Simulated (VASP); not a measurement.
# W (Pbcm) in VASP: notebook

The runs below take W through single point, with PBE.

All numbers are computed with VASP 6.6.1; they aren't measurements. Logs are shortened: lines on timing, memory, paths and dates and some standing lists are left out, and cuts for length are marked.

**1. The cell of the first run**

The structure is orthorhombic, space group Pbcm (No. 57). Conventional cell: a = 2.752 Å, b = 4.765 Å, c = 4.823 Å, α = 90.00°, β = 90.00°, γ = 90.00°. W (site symmetry m) has 12 W at 2.64 to 3.00 Å within 3.5 Å.

**2. Single point, PBE**

File INCAR:

```
SYSTEM = W
PREC = Accurate
ENCUT = 520
EDIFF = 1E-6
ISMEAR = -1
SIGMA = 0.05
LREAL = .False.
LASPH = .True.
NELM = 80
ALGO = Fast
ISIF = 2
LWAVE = .False.
LCHARG = .True.
GGA = PE
LELF = .True.
LVHAR = .True.
NBANDS = 36
```

File KPOINTS:

```
Automatic mesh
0
Gamma
  9 6 6
  0 0 0
```

File POSCAR:

```
W
1.0
    2.7523058654      0.0000000000      0.0000000000
    0.0000000000      4.7645794866      0.0000000000
    0.0000000000      0.0000000000      4.8231832256
W
4
Direct
    0.7931720000      0.9368430000      0.7500000000
    0.2068280000      0.4368430000      0.7500000000
    0.2068280000      0.0631570000      0.2500000000
    0.7931720000      0.5631570000      0.2500000000
```

Potentials or basis: VASP PAW PBE potentials, release 64 (W_sv).

On the command line:

```sh
$ cat potpaw_PBE.64/W_sv/POTCAR > POTCAR
$ mpirun -np 1 vasp_std > vasp.out
```

OUTCAR:

```text
SYSTEM = W
   PREC = Accurate
   ENCUT = 520
   EDIFF = 1E-6
   ISMEAR = -1
   LREAL = .False.
   LASPH = .True.
   NELM = 80
   ISIF = 2
   GGA = PE

 ion  position               nearest neighbor table
   1  0.793  0.937  0.750-   2 2.64   2 2.64   3 2.73   3 2.73   2 2.88   2 2.88   3 2.96   3 2.96
                             4 3.00   4 3.00
   2  0.207  0.437  0.750-   1 2.64   1 2.64   4 2.73   4 2.73   1 2.88   1 2.88   4 2.96   4 2.96
                             3 3.00   3 3.00
   3  0.207  0.063  0.250-   4 2.64   4 2.64   1 2.73   1 2.73   4 2.88   4 2.88   1 2.96   1 2.96
                             2 3.00   2 3.00
   4  0.793  0.563  0.250-   3 2.64   3 2.64   2 2.73   2 2.73   3 2.88   3 2.88   2 2.96   2 2.96
                             1 3.00   1 3.00

  LATTYP: Found a simple orthorhombic cell.
 ALAT       =     2.7523058654
 B/A-ratio  =     1.7311228183
 C/A-ratio  =     1.7524154151

  Lattice vectors:

 A1 = (   2.7523058654,   0.0000000000,   0.0000000000)
 A2 = (   0.0000000000,   4.7645794866,   0.0000000000)
 A3 = (   0.0000000000,   0.0000000000,   4.8231832256)

Analysis of symmetry for initial positions (statically):
=====================================================================
 Subroutine PRICEL returns:
 Original cell was already a primitive cell.

 Routine SETGRP: Setting up the symmetry group for a
 simple orthorhombic supercell.

 Subroutine GETGRP returns: Found  8 space group operations
 (whereof  2 operations were pure point group operations)
 out of a pool of  8 trial point group operations.

The static configuration has the point symmetry S_2 .
 The point group associated with its full space group is D_2h.

Analysis of symmetry for dynamics (positions and initial velocities):
=====================================================================
 Subroutine PRICEL returns:
 Original cell was already a primitive cell.

 Routine SETGRP: Setting up the symmetry group for a
 simple orthorhombic supercell.

 Subroutine GETGRP returns: Found  8 space group operations
 (whereof  2 operations were pure point group operations)
 out of a pool of  8 trial point group operations.

The dynamic configuration has the point symmetry S_2 .
 The point group associated with its full space group is D_2h.

 Subroutine INISYM returns: Found  8 space group operations
 (whereof  2 operations are pure point group operations),
 and found     1 'primitive' translations

----------------------------------------------------------------------------------------

                                     Primitive cell

  volume of cell :      63.2492

  direct lattice vectors                    reciprocal lattice vectors
     2.752305865  0.000000000  0.000000000     0.363331711  0.000000000  0.000000000
     0.000000000  4.764579487  0.000000000     0.000000000  0.209882111  0.000000000
     0.000000000  0.000000000  4.823183226     0.000000000  0.000000000  0.207331953

  length of vectors
     2.752305865  4.764579487  4.823183226     0.363331711  0.209882111  0.207331953

  position of ions in fractional coordinates (direct lattice)
     0.793172000  0.936843000  0.750000000
     0.206828000  0.436843000  0.750000000
     0.206828000  0.063157000  0.250000000
     0.793172000  0.563157000  0.250000000

  ion indices of the primitive-cell ions
   primitive index   ion index
                 1           1
                 2           2
                 3           3
                 4           4

----------------------------------------------------------------------------------------

 KPOINTS: Automatic mesh

Automatic generation of k-mesh.
 Grid dimensions read from file:
 generate k-points for:    9    6    6

 Generating k-lattice:

  Cartesian coordinates                     Fractional coordinates (reciprocal lattice)
     0.040370190  0.000000000  0.000000000     0.111111111  0.000000000  0.000000000
     0.000000000  0.034980352  0.000000000     0.000000000  0.166666667  0.000000000
     0.000000000  0.000000000  0.034555326     0.000000000  0.000000000  0.166666667

  Length of vectors
     0.040370190  0.034980352  0.034555326

  Shift w.r.t. Gamma in fractional coordinates (k-lattice)
     0.000000000  0.000000000  0.000000000

 Subroutine IBZKPT returns following result:
 ===========================================

 Found     80 irreducible k-points:

 Following reciprocal coordinates:
            Coordinates               Weight
  0.000000  0.000000  0.000000      1.000000
  0.111111  0.000000  0.000000      2.000000
  0.222222  0.000000  0.000000      2.000000
  0.333333  0.000000  0.000000      2.000000
  0.444444  0.000000  0.000000      2.000000
  0.000000  0.166667  0.000000      2.000000
[... 16 lines left out ...]
  0.222222  0.000000  0.166667      4.000000
  0.333333  0.000000  0.166667      4.000000
 [... further k-points ...]
   k-points           NKPTS =     80   k-points in BZ     NKDIM =     80   number of bands    NBANDS=     36
   number of dos      NEDOS =    301   number of ions     NIONS =      4
   total plane-waves  NPLWV =  25920
   dimension x,y,z NGX =    20 NGY =   36 NGZ =   36
   dimension x,y,z NGXF=    40 NGYF=   72 NGZF=   72
   ions per type =               4
   NGX,Y,Z   is equivalent  to a cutoff of  12.08, 12.56, 12.41 a.u.
   NGXF,Y,Z  is equivalent  to a cutoff of  24.16, 25.12, 24.82 a.u.
 SYSTEM =  W
   PREC   = accura    normal or accurate (medium, high low for compatibility)
   ISTART =      0    job   : 0-new  1-cont  2-samecut
   ICHARG =      2    charge: 1-file 2-atom 10-const
   ISPIN  =      1    spin polarized calculation?
   LNONCOLLINEAR =      F non collinear calculations
   LSORBIT =      F    spin-orbit coupling
   LASPH  =      T    aspherical Exc in radial PAW
   ENCUT  =  520.0 eV  38.22 Ry    6.18 a.u.   5.12  8.86  8.97*2*pi/ulx,y,z
   NELM   =     80;   NELMIN=  2; NELMDL= -5     # of ELM steps
   EDIFF  = 0.1E-05   stopping-criterion for ELM
   LREAL  =      F    real-space projection
   EDIFFG = 0.1E-04   stopping-criterion for IOM
   NSW    =      0    number of steps for IOM
   IBRION =     -1    ionic relax: 0-MD 1-quasi-New 2-CG
   NFREE  =      0    steps in history (QN), initial steepest desc. (CG)
   ISIF   =      2    stress and relaxation
   ISYM   =      2    0-nonsym 1-usesym 2-fastsym
   POTIM  = 0.5000    time-step for ionic-motion
   TEBEG  =    0.0;   TEEND  =   0.0 temperature during run
   PSTRESS=    0.0 pullay stress
   NELECT =      56.0000    total number of electrons
   NUPDOWN=      -1.0000    fix difference up-down
   EMIN   =  10.00;   EMAX   =-10.00  energy-range for DOS
   EFERMI =   0.00;   METHOD = LEGACY
   ISMEAR =    -1;   SIGMA  =   0.05  broadening in eV -4-tet -1-fermi 0-gaus
   EFERMI_NEDOS =   21; number of points for ismear=-14 and -15
   IALGO  =     68    algorithm
   IMIX   =      4    mixing-type and parameters
     AMIX     =   0.40;   BMIX     =  1.00
     AMIX_MAG =   1.60;   BMIX_MAG =  1.00
  volume/ion in A,a.u.               =      15.81       106.71
  Fermi-wavevector in a.u.,A,eV,Ry     =   1.572000  2.970649 33.622492  2.471183
  Thomas-Fermi vector in A             =   2.673500
   LORBIT       =      0    0 simple, 1 ext, 2 COOP (PROOUT), +10 PAW based schemes
   GGA     = PE    functional components
   LHFCALC =     F    Hartree Fock is set to
   AEXX    =    0.0000 exact exchange contribution
   IVDW    =     0    specifies the selected vdW correction
   LEPSILON=     F    determine dielectric tensor
   LRPA    =     F    only Hartree local field effects (RPA)
 non-spin polarized calculation
 RMM-DIIS sequential band-by-band and
  energy-cutoff  :      520.00
  volume of cell :       63.25
 maximum number of plane-waves:      1728
   NGX = 11   NGY = 17   NGZ = 17

 number of electron      55.9999996 magnetization

 Free energy of the ion-electron system (eV)
  ---------------------------------------------------
  ext. energy  EPLUGINS =         0.00000000
  ---------------------------------------------------
  free energy    TOTEN  =       -49.67294105 eV

  energy without entropy =      -49.64675861  energy(sigma->0) =      -49.65984983

 E-fermi :  11.1663     XC(G=0): -13.6247

 val. band max:       11.1628653853   @ k =   0.0000   0.0000   0.1667
 cond. band min:      11.1690106905   @ k =   0.2222   0.3333   0.3333
 fundamental gap:      0.0061453052
 Fermi energy:        11.1662739276

 k-point     1 :       0.0000    0.0000    0.0000
  band No.  band energies     occupation
      1     -62.5933      2.00000
      2     -62.4916      2.00000
      3     -62.4491      2.00000
      4     -62.3856      2.00000
      5     -27.5372      2.00000
      6     -27.4613      2.00000
[... 28 lines left out ...]
     35      15.5995      0.00000
     36      16.0963      0.00000

 k-point     2 :       0.1111    0.0000    0.0000
  band No.  band energies     occupation
      1     -62.5821      2.00000
      2     -62.4841      2.00000
      3     -62.4436      2.00000
      4     -62.3838      2.00000
      5     -27.4958      2.00000
      6     -27.4242      2.00000
[... 28 lines left out ...]
     35      15.1087      0.00000
     36      15.5469      0.00000

 k-point     3 :       0.2222    0.0000    0.0000
  band No.  band energies     occupation
      1     -62.5523      2.00000
      2     -62.4650      2.00000
      3     -62.4295      2.00000
      4     -62.3803      2.00000
      5     -27.3823      2.00000
      6     -27.3222      2.00000
[... 28 lines left out ...]
     35      14.6174      0.00000
     36      15.2536      0.00000
[... 742 lines left out ...]
 k-point    23 :       0.2222    0.0000    0.1667
  band No.  band energies     occupation
      1     -62.5466      2.00000
      2     -62.4709      2.00000
      3     -62.4262      2.00000
      4     -62.3836      2.00000
      5     -27.3876      2.00000
      6     -27.2716      2.00000
[... 28 lines left out ...]
     35      14.0631      0.00000
     36      15.2193      0.00000

 k-point    24 :       0.3333    0.0000    0.1667
  band No.  band energies     occupation
      1     -62.5105      2.00000
      2     -62.4475      2.00000
      3     -62.4118      2.00000
      4     -62.3818      2.00000
      5     -27.2318      2.00000
      6     -27.1831      2.00000
[... 28 lines left out ...]
     35      14.5045      0.00000
     36      15.2430      0.00000

 [... further k-points ...]

------------------------ aborting loop because EDIFF is reached ----------------------------------------

  FORCE on cell =-STRESS in cart. coord.  units (eV):
  Direction    XX          YY          ZZ          XY          YZ          ZX
  --------------------------------------------------------------------------------------
  -------------------------------------------------------------------------------------
  Total        7.3354612      6.8306403      5.7349840     -0.0000000      0.0000000      0.0000000
  in kB      185.8159432    173.0282294    145.2739559     -0.0000000      0.0000000      0.0000000
  external PRESSURE =     168.0393762 kB  Pullay stress =       0.0000000 kB

 VOLUME and BASIS-vectors are now :
 -----------------------------------------------------------------------------
  energy-cutoff  :      520.00
  volume of cell :       63.25
      direct lattice vectors                 reciprocal lattice vectors
     2.752305865  0.000000000  0.000000000     0.363331711  0.000000000  0.000000000
     0.000000000  4.764579487  0.000000000     0.000000000  0.209882111  0.000000000
     0.000000000  0.000000000  4.823183226     0.000000000  0.000000000  0.207331953

 POSITION                                       TOTAL-FORCE (eV/Angst)
 -----------------------------------------------------------------------------------
      2.18305      4.46366      3.61739        -0.335519      0.049547     -0.000000
      0.56925      2.08137      3.61739         0.335519      0.049547      0.000000
      0.56925      0.30092      1.20580         0.335519     -0.049547      0.000000
      2.18305      2.68321      1.20580        -0.335519     -0.049547     -0.000000
 -----------------------------------------------------------------------------------
    total drift:                               -0.000000      0.000000     -0.000000

  FREE ENERGIE OF THE ION-ELECTRON SYSTEM (eV)
  ---------------------------------------------------
  free  energy   TOTEN  =       -49.6729410474 eV

  energy  without entropy=      -49.6467586054  energy(sigma->0) =      -49.65984983
```

Wall time 5.3 min (1 thread of Intel Xeon 8259CL, shared host); peak memory 0.25 GiB.

Results:

```yaml
Free_energy: -49.6729 eV
Pressure: 16.8 GPa
Largest_force: 0.339 eV/Å
Band_gap_on_the_k_mesh: zero (bands 28 and 29 overlap by 1.36 eV)
```

Forces on the atoms (eV/Å):
```
W   -0.336  0.050  0.000
W    0.336  0.050  0.000
W    0.336 -0.050  0.000
W   -0.336 -0.050  0.000
```

Stress tensor (GPa, compression positive):
```
18.58  0.00  0.00
 0.00 17.30  0.00
 0.00  0.00 14.53
```

Levels at points of the mesh, in eV from the Fermi level:
| k point | band 26 | band 27 | band 28 | band 29 | band 30 | band 31 |
| --- | --- | --- | --- | --- | --- | --- |
| (0.00, 0.00, 0.00) | -0.43 | -0.38 | -0.38 | -0.33 | -0.04 | 0.56 |
| (0.00, 0.50, 0.00) | -1.57 | 0.35 | 0.35 | 0.38 | 0.38 | 0.89 |
| (0.00, 0.00, 0.50) | -0.90 | -0.17 | -0.17 | 0.79 | 0.79 | 1.90 |
| (0.00, 0.50, 0.50) | -1.22 | -1.22 | -1.22 | 1.77 | 1.77 | 1.77 |

Caveat: the cell stands under pressure; spin-orbit coupling is left out, which moves the levels of the heavy elements.

**3. Single point, PBE**

This run uses another cell than the first one, of 16.15 Å³/atom.

File INCAR:

```
SYSTEM = W
  PREC = Accurate
  ENCUT = 520
  EDIFF = 1E-6
  ISMEAR = -1
  SIGMA = 0.05
  LREAL = .FALSE.
  LASPH = .TRUE.
  NELM = 100
  ALGO = Fast
  ISIF = 2
  LWAVE = .FALSE.
  LCHARG = .FALSE.
  GGA = PE
  NBANDS = 36
```

File KPOINTS:

```
regular mesh
0
G
  9 6 6
  0 0 0
```

File POSCAR:

```
W
1.0
    2.7716889397      0.0000000000      0.0000000000
    0.0000000000      4.7981339688      0.0000000000
    0.0000000000      0.0000000000      4.8571504237
W
4
Direct
    0.7931720000      0.9368430000      0.7500000000
    0.2068280000      0.4368430000      0.7500000000
    0.2068280000      0.0631570000      0.2500000000
    0.7931720000      0.5631570000      0.2500000000
```

Potentials or basis: VASP PAW PBE potentials, release 64 (W_sv).

On the command line:

```sh
$ cat potpaw_PBE.64/W_sv/POTCAR > POTCAR
$ mpirun -np 1 vasp_std > vasp.out
```

Run time: 4.8 min. Hardware: 1 thread of Intel Xeon 8259CL, shared host; peak memory 0.26 GiB.

Results (log left out):

```yaml
Free_energy: -49.7847 eV
Pressure: 9.8 GPa
Largest_force: 0.248 eV/Å
Band_gap_on_the_k_mesh: zero (bands 28 and 29 overlap by 1.31 eV)
```

Forces on the atoms (eV/Å):
```
W   -0.242  0.055  0.000
W    0.242  0.055  0.000
W    0.242 -0.055  0.000
W   -0.242 -0.055  0.000
```

Stress tensor (GPa, compression positive):
```
11.14  0.00  0.00
 0.00  9.98  0.00
 0.00  0.00  8.13
```

Levels at points of the mesh, in eV from the Fermi level:
| k point | band 26 | band 27 | band 28 | band 29 | band 30 | band 31 |
| --- | --- | --- | --- | --- | --- | --- |
| (0.00, 0.00, 0.00) | -0.41 | -0.37 | -0.37 | -0.31 | -0.10 | 0.55 |
| (0.00, 0.50, 0.00) | -1.53 | 0.33 | 0.33 | 0.37 | 0.37 | 0.87 |
| (0.00, 0.00, 0.50) | -0.87 | -0.16 | -0.16 | 0.75 | 0.75 | 1.86 |
| (0.00, 0.50, 0.50) | -1.21 | -1.21 | -1.21 | 1.74 | 1.74 | 1.74 |

Caveat: the cell stands under pressure; spin-orbit coupling is left out, which moves the levels of the heavy elements.

**4. Single point, PBE**

This run uses another cell than the first one, of 16.49 Å³/atom.

File INCAR:

```
PREC = Accurate
ENCUT = 520
EDIFF = 1E-6
ISMEAR = -1
SIGMA = 0.05
LREAL = False
LASPH = True
NELM = 80
ALGO = Fast
ISIF = 2
LWAVE = False
LCHARG = False
GGA = PE
NBANDS = 36
```

File KPOINTS:

```
Automatic mesh
0
Gamma
  9 6 6
```

File POSCAR:

```
W
1.0
    2.7908046399      0.0000000000      0.0000000000
    0.0000000000      4.8312255936      0.0000000000
    0.0000000000      0.0000000000      4.8906490714
W
4
Direct
    0.7931720000      0.9368430000      0.7500000000
    0.2068280000      0.4368430000      0.7500000000
    0.2068280000      0.0631570000      0.2500000000
    0.7931720000      0.5631570000      0.2500000000
```

On the command line:

```sh
$ cat potpaw_PBE.64/W_sv/POTCAR > POTCAR
$ mpirun -np 1 vasp_std > vasp.out
```

Wall time 4.8 min (1 thread of Intel Xeon 8259CL, shared host); peak memory 0.26 GiB.

The run converged. Its results:

```
Free energy            : -49.8402 eV
Pressure               : 3.4 GPa
Largest force          : 0.165 eV/Å
Band gap on the k mesh : zero (bands 28 and 29 overlap by 1.27 eV)
```

Forces in eV/Å, atoms in the order of the input:
```
W   -0.154  0.059  0.000
W    0.154  0.059  0.000
W    0.154 -0.059  0.000
W   -0.154 -0.059  0.000
```

Stress tensor (GPa, compression positive):
```
4.43 0.00 0.00
0.00 3.40 0.00
0.00 0.00 2.37
```

Levels at points of the mesh, in eV from the Fermi level:
```csv
k point,band 26,band 27,band 28,band 29,band 30,band 31
"(0.00, 0.00, 0.00)",-0.39,-0.37,-0.35,-0.30,-0.14,0.55
"(0.00, 0.50, 0.00)",-1.50,0.32,0.32,0.37,0.37,0.86
"(0.00, 0.00, 0.50)",-0.84,-0.14,-0.14,0.70,0.70,1.82
"(0.00, 0.50, 0.50)",-1.19,-1.19,-1.19,1.70,1.70,1.70
```

Caveat: the cell stands under pressure; spin-orbit coupling is left out, which moves the levels of the heavy elements.

(Part 1 of 2 ends here.)
